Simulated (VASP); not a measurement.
# TiSnTe3 (Pm-3m) in VASP: a series of runs, part 2 of 2

VASP 6.6.1. Earlier steps stand in the parts before.

**3. Single point, PBE**

This run uses another cell than the first one, of 35.28 Å³/atom, 1.223 times its volume.

INCAR reads:

```
  PREC = Accurate
  ENCUT = 520
  EDIFF = 1E-6
  ISMEAR = 0
  SIGMA = 0.1
  LREAL = False
  LASPH = True
  NELM = 80
  ALGO = Normal
  ISIF = 2
  LWAVE = False
  LCHARG = False
  GGA = PE
  NBANDS = 30
```

KPOINTS reads:

```
regular mesh
0
Gamma
  4 4 4
```

POSCAR reads:

```
TiSnTe3
1.0
    5.6081127163      0.0000000000      0.0000000000
    0.0000000000      5.6081127163      0.0000000000
    0.0000000000      0.0000000000      5.6081127163
Ti Sn Te
1 1 3
Direct
    0.0000000000      0.0000000000      0.0000000000
    0.5000000000      0.5000000000      0.5000000000
    0.0000000000      0.5000000000      0.5000000000
    0.5000000000      0.5000000000      0.0000000000
    0.5000000000      0.0000000000      0.5000000000
```

Potentials or basis: VASP PAW PBE potentials, release 64 (Ti_sv, Sn_d, Te).

Launch:

```sh
$ cat potpaw_PBE.64/Ti_sv/POTCAR potpaw_PBE.64/Sn_d/POTCAR potpaw_PBE.64/Te/POTCAR > POTCAR
$ mpirun -np 1 vasp_std > vasp.out
```

OUTCAR:

```text
PREC = Accurate
   ENCUT = 520
   EDIFF = 1E-6
   ISMEAR = 0
   LREAL = False
   LASPH = True
   NELM = 80
   ISIF = 2
   GGA = PE

 ion  position               nearest neighbor table
   1  0.000  0.000  0.000-
   2  0.500  0.500  0.500-   3 2.80   4 2.80   5 2.80   4 2.80   5 2.80   3 2.80
   3  0.000  0.500  0.500-   2 2.80   2 2.80
   4  0.500  0.500  0.000-   2 2.80   2 2.80
   5  0.500  0.000  0.500-   2 2.80   2 2.80

  LATTYP: Found a simple cubic cell.
 ALAT       =     5.6081127163

  Lattice vectors:

 A1 = (   5.6081127163,   0.0000000000,   0.0000000000)
 A2 = (   0.0000000000,   5.6081127163,   0.0000000000)
 A3 = (   0.0000000000,   0.0000000000,   5.6081127163)

Analysis of symmetry for initial positions (statically):
=====================================================================
 Subroutine PRICEL returns:
 Original cell was already a primitive cell.

 Routine SETGRP: Setting up the symmetry group for a
 simple cubic supercell.

 Subroutine GETGRP returns: Found 48 space group operations
 (whereof 48 operations were pure point group operations)
 out of a pool of 48 trial point group operations.

The static configuration has the point symmetry O_h .

Analysis of symmetry for dynamics (positions and initial velocities):
=====================================================================
 Subroutine PRICEL returns:
 Original cell was already a primitive cell.

 Routine SETGRP: Setting up the symmetry group for a
 simple cubic supercell.

 Subroutine GETGRP returns: Found 48 space group operations
 (whereof 48 operations were pure point group operations)
 out of a pool of 48 trial point group operations.

The dynamic configuration has the point symmetry O_h .

[... 104 lines left out ...]
   ISMEAR =     0;   SIGMA  =   0.10  broadening in eV -4-tet -1-fermi 0-gaus
   EFERMI_NEDOS =   21; number of points for ismear=-14 and -15
   IALGO  =     38    algorithm
   IMIX   =      4    mixing-type and parameters
     AMIX     =   0.40;   BMIX     =  1.00
     AMIX_MAG =   1.60;   BMIX_MAG =  1.00
  volume/ion in A,a.u.               =      35.28       238.05
  Fermi-wavevector in a.u.,A,eV,Ry     =   1.030566  1.947487 14.450279  1.062066
  Thomas-Fermi vector in A             =   2.164670
   LORBIT       =      0    0 simple, 1 ext, 2 COOP (PROOUT), +10 PAW based schemes
   GGA     = PE    functional components
   LHFCALC =     F    Hartree Fock is set to
   AEXX    =    0.0000 exact exchange contribution
   IVDW    =     0    specifies the selected vdW correction
   LEPSILON=     F    determine dielectric tensor
   LRPA    =     F    only Hartree local field effects (RPA)
 non-spin polarized calculation
 Gauss-broadening in eV      SIGMA  =   0.10
  energy-cutoff  :      520.00
  volume of cell :      176.38
 maximum number of plane-waves:      4780
 NGX is ok and might be reduce to    42
   NGX = 21   NGY = 21   NGZ = 21

 number of electron      44.0000016 magnetization

 Free energy of the ion-electron system (eV)
  ---------------------------------------------------
  ext. energy  EPLUGINS =         0.00000000
  ---------------------------------------------------
  free energy    TOTEN  =       -17.18033406 eV

  energy without entropy =      -17.09580222  energy(sigma->0) =      -17.13806814

 E-fermi :   4.8780     XC(G=0):  -8.7718

 val. band max:        4.8709257766   @ k =   0.5000   0.0000   0.0000
 cond. band min:       4.8841282969   @ k =   0.5000   0.0000   0.0000
 fundamental gap:      0.0132025203
 Fermi energy:         4.8780235348

 k-point     1 :       0.0000    0.0000    0.0000
  band No.  band energies     occupation
      1     -53.3718      2.00000
      2     -29.6351      2.00000
      3     -29.6351      2.00000
      4     -29.6351      2.00000
      5     -17.1686      2.00000
      6     -17.1686      2.00000
[... 319 lines left out ...]
     29       6.2770      0.00000
     30       6.2770      0.00000

------------------------ aborting loop because EDIFF is reached ----------------------------------------

  FORCE on cell =-STRESS in cart. coord.  units (eV):
  Direction    XX          YY          ZZ          XY          YZ          ZX
  --------------------------------------------------------------------------------------
  -------------------------------------------------------------------------------------
  Total        0.0376081      0.0376081      0.0376081     -0.0000000      0.0000000     -0.0000000
  in kB        0.3416184      0.3416184      0.3416184     -0.0000000      0.0000000     -0.0000000
  external PRESSURE =       0.3416184 kB  Pullay stress =       0.0000000 kB

 VOLUME and BASIS-vectors are now :
 -----------------------------------------------------------------------------
  energy-cutoff  :      520.00
  volume of cell :      176.38
      direct lattice vectors                 reciprocal lattice vectors
     5.608112716  0.000000000  0.000000000     0.178313106  0.000000000  0.000000000
     0.000000000  5.608112716  0.000000000     0.000000000  0.178313106  0.000000000
     0.000000000  0.000000000  5.608112716     0.000000000  0.000000000  0.178313106

 POSITION                                       TOTAL-FORCE (eV/Angst)
 -----------------------------------------------------------------------------------
      0.00000      0.00000      0.00000         0.000000      0.000000      0.000000
      2.80406      2.80406      2.80406         0.000000      0.000000      0.000000
      0.00000      2.80406      2.80406         0.000000      0.000000      0.000000
      2.80406      2.80406      0.00000         0.000000      0.000000      0.000000
      2.80406      0.00000      2.80406         0.000000      0.000000      0.000000
 -----------------------------------------------------------------------------------
    total drift:                                0.000000     -0.000000     -0.000000

  FREE ENERGIE OF THE ION-ELECTRON SYSTEM (eV)
  ---------------------------------------------------
  free  energy   TOTEN  =       -17.1803340565 eV

  energy  without entropy=      -17.0958022238  energy(sigma->0) =      -17.13806814
```

OSZICAR:

```text
N       E                     dE             d eps       ncg     rms          rms(c)
DAV:   1     0.376440585608E+03    0.37644E+03   -0.18878E+04   600   0.144E+03
DAV:   2     0.281033509084E+02   -0.34834E+03   -0.33721E+03   620   0.382E+02
DAV:   3    -0.210693848335E+02   -0.49173E+02   -0.46731E+02   854   0.133E+02
DAV:   4    -0.235767318082E+02   -0.25073E+01   -0.24709E+01   820   0.293E+01
DAV:   5    -0.236785265663E+02   -0.10179E+00   -0.10147E+00   920   0.530E+00    0.156E+01
DAV:   6    -0.439812913346E+02   -0.20303E+02   -0.73698E+01   710   0.219E+01    0.485E+01
DAV:   7    -0.196219938811E+02    0.24359E+02   -0.15890E+02   678   0.436E+01    0.121E+01
DAV:   8    -0.172654195578E+02    0.23566E+01   -0.55922E+00   664   0.704E+00    0.300E+00
DAV:   9    -0.171994557325E+02    0.65964E-01   -0.27756E-01   762   0.260E+00    0.133E+00
DAV:  10    -0.171893757730E+02    0.10080E-01   -0.64324E-02   722   0.104E+00    0.106E+00
DAV:  11    -0.171810804117E+02    0.82954E-02   -0.32876E-02   794   0.898E-01    0.468E-01
DAV:  12    -0.171808873784E+02    0.19303E-03   -0.18170E-03   772   0.219E-01    0.339E-01
DAV:  13    -0.171806529782E+02    0.23440E-03   -0.41976E-03   744   0.325E-01    0.188E-01
DAV:  14    -0.171803250970E+02    0.32788E-03   -0.53255E-04   686   0.135E-01    0.606E-02
DAV:  15    -0.171803263144E+02   -0.12174E-05   -0.21981E-04   732   0.105E-01    0.240E-02
DAV:  16    -0.171803338756E+02   -0.75611E-05   -0.26663E-05   718   0.260E-02    0.307E-02
DAV:  17    -0.171803340565E+02   -0.18096E-06   -0.38709E-06   700   0.178E-02
   1 F= -.17180334E+02 E0= -.17138068E+02  d E =-.845318E-01
```

stdout:

```text
POSCAR found type information on POSCAR TiSnTe
 POSCAR found :  3 types and       5 ions
 scaLAPACK will be used
 LDA part: xc-table for (Slater+PW92), standard interpolation
 POSCAR, INCAR and KPOINTS ok, starting setup
 FFT: planning ... GRIDC
 FFT: planning ... GRID_SOFT
 FFT: planning ... GRID
 WAVECAR not read
 entering main loop
```

Run time: 56 s. Hardware: 1 thread of Intel Xeon Platinum 8259CL at 2.50GHz (Skylake/Cascade Lake), shared host; peak memory 0.28 GiB.

What came out:

* Free energy: -17.1803 eV
* Pressure: 0.0 GPa
* Band gap on the k mesh: zero (band 22 reaches 4.99 eV, above the bottom of band 23 at 4.78 eV)

Caveat: spin-orbit coupling is left out, which moves the levels of the heavy elements.

**4. Relaxation of cell and atoms, PBE**

INCAR reads:

```
SYSTEM = TiSnTe3
ALGO = Normal
EDIFF = 1E-6
EDIFFG = -0.04
ENCUT = 600
GGA = PE
IBRION = 2
ISIF = 3
ISMEAR = 0
LASPH = .True.
LCHARG = .False.
LREAL = .False.
LWAVE = .False.
NELM = 100
NSW = 90
PREC = Accurate
SIGMA = 0.1
```

KPOINTS reads:

```
k-points
0
Gamma
  4 4 4
  0 0 0
```

POSCAR, as its differences from that of step 3:

```diff
@@ -2,5 +2,5 @@
 1.0
-    5.6081127163      0.0000000000      0.0000000000
-    0.0000000000      5.6081127163      0.0000000000
-    0.0000000000      0.0000000000      5.6081127163
+    5.2443586700      0.0000000000      0.0000000000
+    0.0000000000      5.2443586700      0.0000000000
+    0.0000000000      0.0000000000      5.2443586700
 Ti Sn Te
```

Launch:

```sh
$ cat potpaw_PBE.64/Ti_sv/POTCAR potpaw_PBE.64/Sn_d/POTCAR potpaw_PBE.64/Te/POTCAR > POTCAR
$ mpirun -np 1 vasp_std > vasp.out
```

Run time: 5.8 min. Hardware: 1 thread of Intel Xeon Platinum 8259CL at 2.50GHz (Skylake/Cascade Lake), shared host; peak memory 0.3 GiB.

The run converged. Its results:

```yaml
Free_energy: -17.1751 eV
Relaxed_volume: 35.36 Å³/atom
Relaxed_cell: a = 5.613 Å, b = 5.613 Å, c = 5.613 Å, α = 90.00°, β = 90.00°, γ = 90.00°
Space_group_after_relaxing_to_0.05_Å: Pm-3m (No. 221)
Energy_gained_by_relaxing: 201.8 meV/atom
Ionic_steps: 4
Pressure_after_relaxing: -0.1 GPa
```

Step by step:
```tsv
step	energy change (eV)	largest force (eV/Å)	pressure (GPa)	volume (Å³)
1	0.0000	0.0000	12.22	144.24
2	-0.6962	0.0000	-2.86	195.21
3	-1.0052	0.0000	0.55	173.78
4	-1.0091	0.0000	-0.14	176.82
```

Final structure:
```
Ti Sn Te
1.0
     5.61279    0.00000    0.00000
     0.00000    5.61279    0.00000
     0.00000    0.00000    5.61279
Ti Sn Te
1 1 3
Direct
  0.00000 0.00000 0.00000
  0.50000 0.50000 0.50000
  0.00000 0.50000 0.50000
  0.50000 0.50000 0.00000
  0.50000 0.00000 0.50000
```

Levels at points of the mesh, in eV from the Fermi level:
```csv
k point,band 20,band 21,band 22,band 23,band 24,band 25
"(0.00, 0.00, 0.00)",-0.95,-0.95,-0.95,-0.10,-0.10,-0.03
"(0.50, 0.00, 0.00)",-1.15,-1.15,-0.01,0.00,0.46,0.52
"(0.50, 0.50, 0.00)",-0.88,-0.23,-0.01,0.02,0.46,0.46
"(0.50, 0.50, 0.50)",0.05,0.05,0.05,0.08,0.08,0.34
```

Caveat: the volume moved by over 15 % at a fixed basis, so the end points are rough; the bands computed are all filled at some k points, so no gap is given; spin-orbit coupling is left out, which moves the levels of the heavy elements.

**5. Single point, PBE, collinear spin, ferromagnetic start**

This run uses another cell than the first one, of 35.28 Å³/atom, 1.223 times its volume.

INCAR reads:

```
SYSTEM = TiSnTe3
ALGO     = Normal         ! electronic algorithm
EDIFF    = 1E-6           ! SCF threshold, eV
ENCUT    = 520            ! plane-wave cutoff, eV
GGA      = PE             ! functional
ISIF     = 2              ! what is computed and relaxed
ISMEAR   = 0              ! smearing method
ISPIN    = 2              ! spin polarisation
LASPH    = .TRUE.         ! aspherical terms in the spheres
LCHARG   = .FALSE.        ! write CHGCAR
LMAXMIX  = 4              ! l up to which the mixer works
LORBIT   = 11             ! projections on sites
LREAL    = .FALSE.        ! projectors in reciprocal space
LWAVE    = .FALSE.        ! write WAVECAR
MAGMOM   = 1 0 0 0 0      ! initial moments
NBANDS   = 34             ! bands
NELM     = 150            ! most SCF steps
PREC     = Accurate       ! precision mode
SIGMA    = 0.1            ! smearing width, eV
```

KPOINTS reads:

```
k-points
0
G
  4 4 4
  0 0 0
```

POSCAR, as its differences from that of step 4:

```diff
@@ -2,5 +2,5 @@
 1.0
-    5.2443586700      0.0000000000      0.0000000000
-    0.0000000000      5.2443586700      0.0000000000
-    0.0000000000      0.0000000000      5.2443586700
+    5.6081127163      0.0000000000      0.0000000000
+    0.0000000000      5.6081127163      0.0000000000
+    0.0000000000      0.0000000000      5.6081127163
 Ti Sn Te
```

Launch:

```sh
$ cat potpaw_PBE.64/Ti_sv/POTCAR potpaw_PBE.64/Sn_d/POTCAR potpaw_PBE.64/Te/POTCAR > POTCAR
$ mpirun -np 1 vasp_std > vasp.out
```

It took 2.9 min on 1 thread of Intel Xeon Platinum 8259CL at 2.50GHz (Skylake/Cascade Lake), shared host; peak memory 0.38 GiB.

Results (log left out):

```yaml
Free_energy: -17.8617 eV
Pressure: 0.8 GPa
Net_moment: 1.53 μB per cell
Site_moments: Ti +1.77; Sn -0.00; Te -0.13 μB
Valence_electrons_inside_the_program's_atomic_spheres: Ti 9.96; Sn 12.34; Te 3.37
```

Levels at points of the mesh, in eV from the Fermi level:
Spin up:
| k point | band 18 | band 19 | band 20 | band 21 | band 22 | band 23 | band 24 | band 25 | band 26 | band 27 |
| --- | --- | --- | --- | --- | --- | --- | --- | --- | --- | --- |
| (0.00, 0.00, 0.00) | -0.74 | -0.74 | -0.72 | -0.72 | -0.72 | -0.58 | -0.58 | 0.05 | 0.06 | 0.06 |
| (0.50, 0.00, 0.00) | -1.62 | -1.62 | -0.94 | -0.94 | -0.49 | 0.08 | 0.11 | 0.66 | 0.67 | 0.72 |
| (0.50, 0.50, 0.00) | -1.72 | -1.72 | -0.65 | -0.57 | -0.46 | 0.08 | 0.59 | 0.59 | 0.79 | 1.60 |
| (0.50, 0.50, 0.50) | -0.62 | -0.44 | -0.44 | -0.37 | 0.14 | 0.14 | 0.14 | 0.62 | 0.62 | 0.62 |
Spin down:
| k point | band 18 | band 19 | band 20 | band 21 | band 22 | band 23 | band 24 | band 25 |
| --- | --- | --- | --- | --- | --- | --- | --- | --- |
| (0.00, 0.00, 0.00) | -0.93 | -0.93 | -0.82 | -0.82 | -0.82 | 0.83 | 1.10 | 1.10 |
| (0.50, 0.00, 0.00) | -1.76 | -1.52 | -0.94 | -0.94 | 0.68 | 1.15 | 1.23 | 1.61 |
| (0.50, 0.50, 0.00) | -1.78 | -1.78 | -0.73 | 0.28 | 1.04 | 1.60 | 1.60 | 1.66 |
| (0.50, 0.50, 0.50) | -0.70 | 0.42 | 0.42 | 0.42 | 0.42 | 1.22 | 1.22 | 1.22 |

Caveat: spin-orbit coupling is left out, which moves the levels of the heavy elements.

**6. Overview**

```tsv
task	spin	cell	cutoff (eV)	gap on the mesh (eV)	pressure (GPa)
single point	off	a = 5.244 Å, 5 atoms	520	none	12.2
single point	off	a = 5.608 Å, 5 atoms	520	none	0.0
relaxation of cell and atoms	off	relaxed from a = 5.244 Å, 5 atoms	600	-	-0.1
single point	collinear, ferromagnetic start	a = 5.608 Å, 5 atoms	520	none	0.8
```

Alike in all rows: level PBE; potentials or basis VASP PAW PBE potentials, release 64 (Ti_sv, Sn_d, Te); k mesh 4 × 4 × 4; smearing gaussian 0.1 eV.

Caveats: spin-orbit coupling is left out, which moves the levels of the heavy elements; the volume moved by over 15 % at a fixed basis, so the end points are rough (some runs); the bands computed are all filled at some k points, so no gap is given (some runs).

Absolute energies hang on the potentials; compare differences alone.
